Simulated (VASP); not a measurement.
# ErCl (P-6m2) in VASP: vibrations by perturbation theory with PBE

Aim: the vibrations by perturbation theory of ErCl with PBE.

Everything below comes from runs of VASP 6.6.1. Logs are shortened: lines on timing, memory, paths and dates and some standing lists are left out, and cuts for length are marked.

## Step 1: The cell of the first run

The structure is hexagonal, space group P-6m2 (No. 187). Conventional cell: a = 3.442 Å, b = 3.442 Å, c = 4.348 Å, α = 90.00°, β = 90.00°, γ = 120.00°. Er (site symmetry -6m2) has 6 Cl at 2.95 Å and 6 Er at 3.44 Å within 3.9 Å. Cl (site symmetry -6m2) has 6 Er at 2.95 Å and 6 Cl at 3.44 Å within 3.9 Å.

## Step 2: Vibrations by perturbation theory, PBE

INCAR reads:

```
SYSTEM = ErCl
PREC = Accurate
ENCUT = 500
EDIFF = 1E-8
ISMEAR = -1
SIGMA = 0.15
LREAL = .FALSE.
LASPH = .TRUE.
NELM = 200
ALGO = Normal
ISIF = 2
LWAVE = .FALSE.
LCHARG = .FALSE.
GGA = PE
NBANDS = 15
IBRION = 8
NSW = 1
GGA_COMPAT = .FALSE.
LMAXMIX = 6
```

KPOINTS reads:

```
regular mesh
0
G
  18 18 14
  0 0 0
```

POSCAR reads:

```
ErCl
1.0
    3.4423052050      0.0000000000      0.0000000000
   -1.7211526025      2.9811237551      0.0000000000
    0.0000000000      0.0000000000      4.3482143800
Er Cl
1 1
Direct
    0.0000000000      0.0000000000      0.5000000000
    0.6666666667      0.3333333333      0.0000000000
```

Potentials or basis: VASP PAW PBE potentials, release 64 (Er_3, Cl), 4f in core.

Started as:

```bash
cat potpaw_PBE.64/Er_3/POTCAR potpaw_PBE.64/Cl/POTCAR > POTCAR
mpirun -np 1 vasp_std > vasp.out
```

OUTCAR:

```text
SYSTEM = ErCl
   PREC = Accurate
   ENCUT = 500
   EDIFF = 1E-8
   ISMEAR = -1
   LREAL = .FALSE.
   LASPH = .TRUE.
   NELM = 200
   ISIF = 2
   GGA = PE
   IBRION = 8
   NSW = 1

 ion  position               nearest neighbor table
   1  0.000  0.000  0.500-   2 2.95   2 2.95   2 2.95   2 2.95   2 2.95   2 2.95
   2  0.667  0.333  0.000-   1 2.95   1 2.95   1 2.95   1 2.95   1 2.95   1 2.95

  LATTYP: Found a hexagonal cell.
 ALAT       =     3.4423052050
 C/A-ratio  =     1.2631693360

  Lattice vectors:

 A1 = (   3.4423052050,   0.0000000000,   0.0000000000)
 A2 = (  -1.7211526025,   2.9811237551,   0.0000000000)
 A3 = (   0.0000000000,   0.0000000000,   4.3482143800)

Analysis of symmetry for initial positions (statically):
=====================================================================
 Subroutine PRICEL returns:
 Original cell was already a primitive cell.

 Routine SETGRP: Setting up the symmetry group for a
 hexagonal supercell.

 Subroutine GETGRP returns: Found 12 space group operations
 (whereof 12 operations were pure point group operations)
 out of a pool of 24 trial point group operations.

The static configuration has the point symmetry D_3h.

Analysis of symmetry for dynamics (positions and initial velocities):
=====================================================================
 Subroutine PRICEL returns:
 Original cell was already a primitive cell.

 Routine SETGRP: Setting up the symmetry group for a
 hexagonal supercell.

 Subroutine GETGRP returns: Found 12 space group operations
 (whereof 12 operations were pure point group operations)
 out of a pool of 24 trial point group operations.

The dynamic configuration has the point symmetry D_3h.

 Subroutine INISYM returns: Found 12 space group operations
 (whereof 12 operations are pure point group operations),
 and found     1 'primitive' translations

----------------------------------------------------------------------------------------

                                     Primitive cell

  volume of cell :      44.6211

  direct lattice vectors                    reciprocal lattice vectors
     3.442305205  0.000000000  0.000000000     0.290503003  0.167721987  0.000000000
    -1.721152602  2.981123755  0.000000000     0.000000000  0.335443974  0.000000000
     0.000000000  0.000000000  4.348214380     0.000000000  0.000000000  0.229979461

  length of vectors
     3.442305205  3.442305205  4.348214380     0.335443974  0.335443974  0.229979461

  position of ions in fractional coordinates (direct lattice)
     0.000000000  0.000000000  0.500000000
     0.666666667  0.333333333  0.000000000

  ion indices of the primitive-cell ions
   primitive index   ion index
                 1           1
                 2           2

----------------------------------------------------------------------------------------

 KPOINTS: regular mesh

Automatic generation of k-mesh.
 Grid dimensions read from file:
 generate k-points for:   18   18   14

 Generating k-lattice:

  Cartesian coordinates                     Fractional coordinates (reciprocal lattice)
     0.016139056  0.009317888  0.000000000     0.055555556  0.000000000  0.000000000
     0.000000000  0.018635776  0.000000000     0.000000000  0.055555556  0.000000000
     0.000000000  0.000000000  0.016427104     0.000000000  0.000000000  0.071428571

  Length of vectors
     0.018635776  0.018635776  0.016427104

  Shift w.r.t. Gamma in fractional coordinates (k-lattice)
     0.000000000  0.000000000  0.000000000

 Subroutine IBZKPT returns following result:
 ===========================================

 Found    296 irreducible k-points:

 Following reciprocal coordinates:
            Coordinates               Weight
  0.000000  0.000000  0.000000      1.000000
  0.055556  0.000000  0.000000      6.000000
  0.111111  0.000000  0.000000      6.000000
  0.166667  0.000000  0.000000      6.000000
  0.222222  0.000000  0.000000      6.000000
  0.277778  0.000000  0.000000      6.000000
[... 16 lines left out ...]
  0.333333  0.111111  0.000000     12.000000
  0.388889  0.111111  0.000000     12.000000
 [... further k-points ...]
   k-points           NKPTS =    296   k-points in BZ     NKDIM =    296   number of bands    NBANDS=     15
[... 16 lines left out ...]
   NELM   =    200;   NELMIN=  2; NELMDL= -5     # of ELM steps
   EDIFF  = 0.1E-07   stopping-criterion for ELM
   LREAL  =      F    real-space projection
   EDIFFG = 0.1E-06   stopping-criterion for IOM
   NSW    =      1    number of steps for IOM
   IBRION =      8    ionic relax: 0-MD 1-quasi-New 2-CG
   NFREE  =      0    steps in history (QN), initial steepest desc. (CG)
   ISIF   =      2    stress and relaxation
   ISYM   =      2    0-nonsym 1-usesym 2-fastsym
   POTIM  = 0.5000    time-step for ionic-motion
   TEBEG  =    0.0;   TEEND  =   0.0 temperature during run
   PSTRESS=    0.0 pullay stress
   NELECT =      16.0000    total number of electrons
   NUPDOWN=      -1.0000    fix difference up-down
   EMIN   =  10.00;   EMAX   =-10.00  energy-range for DOS
   EFERMI =   0.00;   METHOD = LEGACY
   ISMEAR =    -1;   SIGMA  =   0.15  broadening in eV -4-tet -1-fermi 0-gaus
   EFERMI_NEDOS =   21; number of points for ismear=-14 and -15
   IALGO  =     38    algorithm
   IMIX   =      4    mixing-type and parameters
     AMIX     =   0.40;   BMIX     =  1.00
     AMIX_MAG =   1.60;   BMIX_MAG =  1.00
  volume/ion in A,a.u.               =      22.31       150.56
  Fermi-wavevector in a.u.,A,eV,Ry     =   1.163058  2.197861 18.404655  1.352704
  Thomas-Fermi vector in A             =   2.299612
   LORBIT       =      0    0 simple, 1 ext, 2 COOP (PROOUT), +10 PAW based schemes
   GGA     = PE    functional components
   LHFCALC =     F    Hartree Fock is set to
   AEXX    =    0.0000 exact exchange contribution
   IVDW    =     0    specifies the selected vdW correction
   LEPSILON=     F    determine dielectric tensor
   LRPA    =     F    only Hartree local field effects (RPA)
 non-spin polarized calculation
  energy-cutoff  :      500.00
  volume of cell :       44.62
 maximum number of plane-waves:      1150
 NGX is ok and might be reduce to    28
   NGX = 13   NGY = 13   NGZ = 15

--------------------------------------- Ionic step        1  -------------------------------------------

 number of electron      16.0000003 magnetization

 Free energy of the ion-electron system (eV)
  ---------------------------------------------------
  ext. energy  EPLUGINS =         0.00000000
  ---------------------------------------------------
  free energy    TOTEN  =        -8.79697627 eV

  energy without entropy =       -8.75710290  energy(sigma->0) =       -8.77703959

 E-fermi :   6.1102     XC(G=0): -10.2812

 val. band max:        6.1002051307   @ k =   0.3333   0.3333   0.5000
 cond. band min:       6.1413504557   @ k =   0.2222   0.2222   0.0000
 fundamental gap:      0.0411453250
 Fermi energy:         6.1102488570

 k-point     1 :       0.0000    0.0000    0.0000
  band No.  band energies     occupation
      1     -19.8806      2.00000
      2     -19.1811      2.00000
      3     -19.1811      2.00000
      4     -12.7431      2.00000
      5      -0.7691      2.00000
      6       0.8340      2.00000
      7       0.8340      2.00000
      8       2.6513      2.00000
      9       6.5069      0.13271
     10       8.0453      0.00000
     11       8.0453      0.00000
     12       9.4291      0.00000
     13       9.4291      0.00000
     14      13.0180      0.00000
[... 401 lines left out ...]
      2     -19.7264      2.00000
      3     -19.3511      2.00000
      4     -11.9752      2.00000
      5      -2.1061      2.00000
      6      -0.9981      2.00000
      7       0.0598      2.00000
      8       4.8271      1.99961
      9       6.9619      0.00682
     10       7.5978      0.00010
     11       8.9559      0.00000
     12       9.1138      0.00000
     13      12.1552      0.00000
     14      12.9317      0.00000
     15      13.5857      0.00000

 [... further k-points ...]

------------------------ aborting loop because EDIFF is reached ----------------------------------------

  FORCE on cell =-STRESS in cart. coord.  units (eV):
  Direction    XX          YY          ZZ          XY          YZ          ZX
  --------------------------------------------------------------------------------------
  -------------------------------------------------------------------------------------
  Total        0.0545553      0.0545553     -0.0003407     -0.0000000      0.0000000     -0.0000000
  in kB        1.9588755      1.9588755     -0.0122334     -0.0000000      0.0000000     -0.0000000
  external PRESSURE =       1.3018392 kB  Pullay stress =       0.0000000 kB

 VOLUME and BASIS-vectors are now :
 -----------------------------------------------------------------------------
  energy-cutoff  :      500.00
  volume of cell :       44.62
      direct lattice vectors                 reciprocal lattice vectors
     3.442305205  0.000000000  0.000000000     0.290503003  0.167721987  0.000000000
    -1.721152602  2.981123755  0.000000000     0.000000000  0.335443974  0.000000000
     0.000000000  0.000000000  4.348214380     0.000000000  0.000000000  0.229979461

 POSITION                                       TOTAL-FORCE (eV/Angst)
 -----------------------------------------------------------------------------------
      0.00000      0.00000      2.17411         0.000000      0.000000      0.000000
      1.72115      0.99371      0.00000        -0.000000      0.000000      0.000000
 -----------------------------------------------------------------------------------
    total drift:                               -0.000000      0.000000      0.000000

  FREE ENERGIE OF THE ION-ELECTRON SYSTEM (eV)
  ---------------------------------------------------
  free  energy   TOTEN  =        -8.7969762698 eV

  energy  without entropy=       -8.7571029039  energy(sigma->0) =       -8.77703959

[... ionic steps 2 to 3 ...]

--------------------------------------- Ionic step        4  -------------------------------------------

------------------------ aborting loop because EDIFF is reached ----------------------------------------
[... 11 lines left out ...]
[... ionic steps 8 to 8 ...]

--------------------------------------- Ionic step        9  -------------------------------------------

 Free energy of the ion-electron system (eV)
  ---------------------------------------------------
  ---------------------------------------------------
  free energy    TOTEN  =        -0.20684205 eV

  energy without entropy =       -0.20684205

------------------------ aborting loop because EDIFF is reached ----------------------------------------

 INTERNAL STRAIN TENSOR  FOR ION    2  DIRECTION 3   (eV/Angst):
 -----------------------------------------------------------------------------
     0.00036  0.00000  0.00000
    -0.00000  0.00036 -0.00000
     0.00000 -0.00000  0.02080

 INTERNAL STRAIN TENSOR FOR ION    2 for displacements in x,y,z  (eV/Angst):
          X           Y           Z          XY          YZ          ZX
  --------------------------------------------------------------------------------
  x     0.00000    -0.00000     0.00000     1.20680     0.00000     0.00000
  y     1.20680    -1.20680     0.00000     0.00000     0.00000     0.00000
  z     0.00000     0.00000     0.00000     0.00000     0.00000     0.00000

 SECOND DERIVATIVES (NOT SYMMETRIZED)
 ------------------------------------
               1X          1Y          1Z          2X          2Y          2Z
  1X    -1.469284    0.000000    0.000000    1.469284    0.000000    0.000000
  1Y     0.000000   -1.469284    0.000000    0.000000    1.469284    0.000000
  1Z     0.000000    0.000000   -2.500876    0.000000    0.000000    2.500876
  2X     1.457937    0.000000    0.000000   -1.457937    0.000000    0.000000
  2Y     0.000000    1.457937    0.000000    0.000000   -1.457937    0.000000
  2Z    -0.000000    0.000000    2.508381    0.000000    0.000000   -2.508381

 Eigenvectors and eigenvalues of the dynamical matrix
 ----------------------------------------------------

   1 f  =    4.576697 THz    28.756234 2PiTHz  152.662170 cm-1    18.927688 meV
             X         Y         Z           dx          dy          dz
      0.000000  0.000000  2.174107     0.000000    0.000000   -0.417685
      1.721153  0.993708  0.000000    -0.000000    0.000000    0.908592
[... 21 lines left out ...]
   6 f/i=    0.005156 THz     0.032395 2PiTHz    0.171977 cm-1     0.021322 meV
             X         Y         Z           dx          dy          dz
      0.000000  0.000000  2.174107    -0.641866    0.641867    0.000000
      1.721153  0.993708  0.000000    -0.296661    0.296661    0.000000

--------------------------------------------------------------------------------------------------------

 ELASTIC MODULI CONTR FROM IONIC RELAXATION (kBar)
 Direction    XX          YY          ZZ          XY          YZ          ZX
 --------------------------------------------------------------------------------
 XX         -62.8343     62.8343      0.0000     -0.0000      0.0000      0.0000
 YY          62.8343    -62.8343      0.0000      0.0000      0.0000      0.0000
 ZZ           0.0000      0.0000      0.0000      0.0000      0.0000      0.0000
 XY          -0.0000      0.0000      0.0000    -62.8343      0.0000      0.0000
 YZ           0.0000      0.0000      0.0000      0.0000      0.0000      0.0000
 ZX           0.0000      0.0000      0.0000      0.0000      0.0000      0.0000
 --------------------------------------------------------------------------------
```

Run time: 24 min. Hardware: 1 thread of Intel Xeon 6975P-C (Granite Rapids), shared host; peak memory 1.6 GiB.

What came out:

| Item | Value |
| --- | --- |
| Highest phonon frequency at Γ, LO-TO splitting left out | 153 cm⁻¹ |

Phonon frequencies in cm⁻¹ (negative: imaginary):
| q point | frequencies |
| --- | --- |
| (0.000, 0.000, 0.000) | 0 0 0 116 116 153 |

Caveat: spin-orbit coupling is left out, which moves the levels of the heavy elements; the 4f electrons are frozen in the core, so they carry no moment and show no levels; the run has no spin polarisation, though such a crystal can be magnetic. Spin polarisation is off, so any magnetic state and its effect on volume and gap are missing.
